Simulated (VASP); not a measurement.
# BN (BN (P6_3/mmc)) (P6_3/mmc) in VASP: a series of runs, part 2 of 2

VASP 6.6.1.

### Step 3. Single point, PBE

Contents of INCAR:

```
SYSTEM = BN
PREC = Accurate ; ENCUT = 520
EDIFF = 1E-6 ; ISMEAR = 0
SIGMA = 0.01 ; LREAL = .FALSE.
LASPH = .TRUE. ; NELM = 100
ALGO = Normal ; ISIF = 2
LWAVE = .FALSE. ; LCHARG = .FALSE.
GGA = PE ; NBANDS = 36
```

Contents of KPOINTS:

```
regular mesh
0
G
  3 3 2
  0 0 0
```

Contents of POSCAR:

```
BN
1.0
    3.7325156433      2.1549689100      0.0000000000
   -3.7325156433      2.1549689100      0.0000000000
    0.0000000000      0.0000000000      6.4954828750
B N
6 6
Direct
    0.0000000000      0.6666666667      0.2500000000
    0.3333333333      0.3333333333      0.2500000000
    0.6666666667      0.0000000000      0.2500000000
    0.0000000000      0.3333333333      0.7500000000
    0.3333333333      0.0000000000      0.7500000000
    0.6666666667      0.6666666667      0.7500000000
    0.0000000000      0.6666666667      0.7500000000
    0.3333333333      0.3333333333      0.7500000000
    0.6666666667      0.0000000000      0.7500000000
    0.0000000000      0.3333333333      0.2500000000
    0.3333333333      0.0000000000      0.2500000000
    0.6666666667      0.6666666667      0.2500000000
```

Potentials or basis: VASP PAW PBE potentials, release 64 (B, N).

Command:

```console
$ cat potpaw_PBE.64/B/POTCAR potpaw_PBE.64/N/POTCAR > POTCAR
$ mpirun -np 1 vasp_std > vasp.out
```

OUTCAR:

```text
SYSTEM = BN
   PREC = Accurate
   ENCUT = 520
   EDIFF = 1E-6
   ISMEAR = 0
   LREAL = .FALSE.
   LASPH = .TRUE.
   NELM = 100
   ISIF = 2
   GGA = PE

 ion  position               nearest neighbor table
   1  0.000  0.667  0.250-  11 1.44  12 1.44  10 1.44
   2  0.333  0.333  0.250-  12 1.44  11 1.44  10 1.44
   3  0.667  0.000  0.250-  10 1.44  12 1.44  11 1.44
   4  0.000  0.333  0.750-   9 1.44   8 1.44   7 1.44
   5  0.333  0.000  0.750-   7 1.44   8 1.44   9 1.44
   6  0.667  0.667  0.750-   8 1.44   7 1.44   9 1.44
   7  0.000  0.667  0.750-   5 1.44   6 1.44   4 1.44
   8  0.333  0.333  0.750-   6 1.44   5 1.44   4 1.44
   9  0.667  0.000  0.750-   4 1.44   6 1.44   5 1.44
  10  0.000  0.333  0.250-   3 1.44   2 1.44   1 1.44
  11  0.333  0.000  0.250-   1 1.44   2 1.44   3 1.44
  12  0.667  0.667  0.250-   2 1.44   1 1.44   3 1.44
[... 7 lines left out ...]
 A1 = (   3.7325156433,   2.1549689100,   0.0000000000)
 A2 = (  -3.7325156433,   2.1549689100,   0.0000000000)
 A3 = (   0.0000000000,   0.0000000000,   6.4954828750)

Analysis of symmetry for initial positions (statically):
=====================================================================
 Subroutine PRICEL returns following result:

  LATTYP: Found a hexagonal cell.
 ALAT       =     2.4883437607
 C/A-ratio  =     2.6103639608

  Lattice vectors:

 A1 = (  -1.2441718813,  -2.1549689096,   0.0000000000)
 A2 = (   2.4883437623,  -0.0000000002,   0.0000000000)
 A3 = (   0.0000000000,   0.0000000000,   6.4954828750)

   3 primitive cells build up your supercell.

 Routine SETGRP: Setting up the symmetry group for a
 hexagonal supercell.

 Subroutine GETGRP returns: Found 24 space group operations
 (whereof 12 operations were pure point group operations)
 out of a pool of 24 trial point group operations.

The static configuration has the point symmetry D_3d.
 The point group associated with its full space group is D_6h.

Analysis of symmetry for dynamics (positions and initial velocities):
=====================================================================
 Subroutine PRICEL returns following result:

  LATTYP: Found a hexagonal cell.
 ALAT       =     2.4883437607
 C/A-ratio  =     2.6103639608

  Lattice vectors:

 A1 = (  -1.2441718813,  -2.1549689096,   0.0000000000)
 A2 = (   2.4883437623,  -0.0000000002,   0.0000000000)
 A3 = (   0.0000000000,   0.0000000000,   6.4954828750)

   3 primitive cells build up your supercell.

 Routine SETGRP: Setting up the symmetry group for a
 hexagonal supercell.

 Subroutine GETGRP returns: Found 24 space group operations
 (whereof 12 operations were pure point group operations)
 out of a pool of 24 trial point group operations.

The dynamic configuration has the point symmetry D_3d.
 The point group associated with its full space group is D_6h.

 Subroutine INISYM returns: Found 24 space group operations
 (whereof 12 operations are pure point group operations),
 and found     3 'primitive' translations

----------------------------------------------------------------------------------------

[... 57 lines left out ...]
  0.333333  0.000000  0.500000      6.000000
  0.333333  0.333333  0.500000      2.000000
   k-points           NKPTS =      6   k-points in BZ     NKDIM =      6   number of bands    NBANDS=     36
   number of dos      NEDOS =    301   number of ions     NIONS =     12
   total plane-waves  NPLWV =  49152
   dimension x,y,z NGX =    32 NGY =   32 NGZ =   48
   dimension x,y,z NGXF=    64 NGYF=   64 NGZF=   96
   ions per type =               6   6
   NGX,Y,Z   is equivalent  to a cutoff of  12.34, 12.34, 12.29 a.u.
   NGXF,Y,Z  is equivalent  to a cutoff of  24.69, 24.69, 24.57 a.u.
 SYSTEM =  BN
   PREC   = accura    normal or accurate (medium, high low for compatibility)
   ISTART =      0    job   : 0-new  1-cont  2-samecut
   ICHARG =      2    charge: 1-file 2-atom 10-const
   ISPIN  =      1    spin polarized calculation?
   LNONCOLLINEAR =      F non collinear calculations
   LSORBIT =      F    spin-orbit coupling
   LASPH  =      T    aspherical Exc in radial PAW
   ENCUT  =  520.0 eV  38.22 Ry    6.18 a.u.   8.01  8.01 12.08*2*pi/ulx,y,z
   NELM   =    100;   NELMIN=  2; NELMDL= -5     # of ELM steps
   EDIFF  = 0.1E-05   stopping-criterion for ELM
   LREAL  =      F    real-space projection
   EDIFFG = 0.1E-04   stopping-criterion for IOM
   NSW    =      0    number of steps for IOM
   IBRION =     -1    ionic relax: 0-MD 1-quasi-New 2-CG
   NFREE  =      0    steps in history (QN), initial steepest desc. (CG)
   ISIF   =      2    stress and relaxation
   ISYM   =      2    0-nonsym 1-usesym 2-fastsym
   POTIM  = 0.5000    time-step for ionic-motion
   TEBEG  =    0.0;   TEEND  =   0.0 temperature during run
   PSTRESS=    0.0 pullay stress
   NELECT =      48.0000    total number of electrons
   NUPDOWN=      -1.0000    fix difference up-down
   EMIN   =  10.00;   EMAX   =-10.00  energy-range for DOS
   EFERMI =   0.00;   METHOD = LEGACY
   ISMEAR =     0;   SIGMA  =   0.01  broadening in eV -4-tet -1-fermi 0-gaus
   EFERMI_NEDOS =   21; number of points for ismear=-14 and -15
   IALGO  =     38    algorithm
   IMIX   =      4    mixing-type and parameters
     AMIX     =   0.40;   BMIX     =  1.00
     AMIX_MAG =   1.60;   BMIX_MAG =  1.00
  volume/ion in A,a.u.               =       8.71        58.76
  Fermi-wavevector in a.u.,A,eV,Ry     =   1.263166  2.387038 21.709310  1.595589
  Thomas-Fermi vector in A             =   2.396537
   LORBIT       =      0    0 simple, 1 ext, 2 COOP (PROOUT), +10 PAW based schemes
   GGA     = PE    functional components
   LHFCALC =     F    Hartree Fock is set to
   AEXX    =    0.0000 exact exchange contribution
   IVDW    =     0    specifies the selected vdW correction
   LEPSILON=     F    determine dielectric tensor
   LRPA    =     F    only Hartree local field effects (RPA)
 non-spin polarized calculation
 Gauss-broadening in eV      SIGMA  =   0.01
  energy-cutoff  :      520.00
  volume of cell :      104.49
 maximum number of plane-waves:      2824
   NGX = 17   NGY = 17   NGZ = 25

 number of electron      48.0000001 magnetization

 Free energy of the ion-electron system (eV)
  ---------------------------------------------------
  ext. energy  EPLUGINS =         0.00000000
  ---------------------------------------------------
  free energy    TOTEN  =      -105.30046717 eV

  energy without entropy =     -105.30046717  energy(sigma->0) =     -105.30046717

 E-fermi :   2.6022     XC(G=0): -10.2532

 val. band max:        2.5427615216   @ k =   0.0000   0.0000   0.5000
 cond. band min:       6.9389807750   @ k =   0.3333   0.0000   0.0000
 fundamental gap:      4.3962192533
 Fermi energy:         2.6021699100

 k-point     1 :       0.0000    0.0000    0.0000
  band No.  band energies     occupation
      1     -15.3952      2.00000
      2     -15.0494      2.00000
      3     -11.4766      2.00000
      4     -11.4766      2.00000
      5     -11.4766      2.00000
      6     -11.4766      2.00000
[... 223 lines left out ...]
     35      12.7149      0.00000
     36      12.7149      0.00000

------------------------ aborting loop because EDIFF is reached ----------------------------------------

  FORCE on cell =-STRESS in cart. coord.  units (eV):
  Direction    XX          YY          ZZ          XY          YZ          ZX
  --------------------------------------------------------------------------------------
  -------------------------------------------------------------------------------------
  Total        7.4025267      7.4025267      2.3011884      0.0000000      0.0000000      0.0000000
  in kB      113.5027762    113.5027760     35.2840697      0.0000000      0.0000000      0.0000000
  external PRESSURE =      87.4298740 kB  Pullay stress =       0.0000000 kB

 VOLUME and BASIS-vectors are now :
 -----------------------------------------------------------------------------
  energy-cutoff  :      520.00
  volume of cell :      104.49
      direct lattice vectors                 reciprocal lattice vectors
     3.732515643  2.154968910  0.000000000     0.133957911  0.232021909  0.000000000
    -3.732515643  2.154968910  0.000000000    -0.133957911  0.232021909  0.000000000
     0.000000000  0.000000000  6.495482875     0.000000000  0.000000000  0.153953142

 POSITION                                       TOTAL-FORCE (eV/Angst)
 -----------------------------------------------------------------------------------
     -2.48834      1.43665      1.62387        -0.000000     -0.000000      0.000000
      0.00000      1.43665      1.62387        -0.000000      0.000000      0.000000
      2.48834      1.43665      1.62387        -0.000000     -0.000000      0.000000
     -1.24417      0.71832      4.87161        -0.000000     -0.000000      0.000000
      1.24417      0.71832      4.87161         0.000000     -0.000000      0.000000
      0.00000      2.87329      4.87161         0.000000      0.000000      0.000000
     -2.48834      1.43665      4.87161         0.000000      0.000000     -0.000000
      0.00000      1.43665      4.87161        -0.000000      0.000000     -0.000000
      2.48834      1.43665      4.87161         0.000000      0.000000     -0.000000
     -1.24417      0.71832      1.62387         0.000000      0.000000     -0.000000
      1.24417      0.71832      1.62387         0.000000     -0.000000     -0.000000
      0.00000      2.87329      1.62387         0.000000     -0.000000     -0.000000
 -----------------------------------------------------------------------------------
    total drift:                               -0.000000      0.000000      0.000000

  FREE ENERGIE OF THE ION-ELECTRON SYSTEM (eV)
  ---------------------------------------------------
  free  energy   TOTEN  =      -105.3004671682 eV

  energy  without entropy=     -105.3004671682  energy(sigma->0) =     -105.30046717
```

It took 43 s on 1 thread of AMD EPYC 7R43 (Zen 3), shared host; peak memory 0.16 GiB.

Results:

| Item | Value |
| --- | --- |
| Free energy | -105.3005 eV |
| Pressure | 8.7 GPa |
| Band gap on the k mesh | 4.40 eV |

Stress tensor (GPa, compression positive):
```
11.35  0.00  0.00
 0.00 11.35  0.00
 0.00  0.00  3.53
```

Caveat: the k points lie up to 0.56 Å⁻¹ apart; this functional lacks dispersion, which binds the layers, so the pressure and a relaxed spacing across them are unreliable.
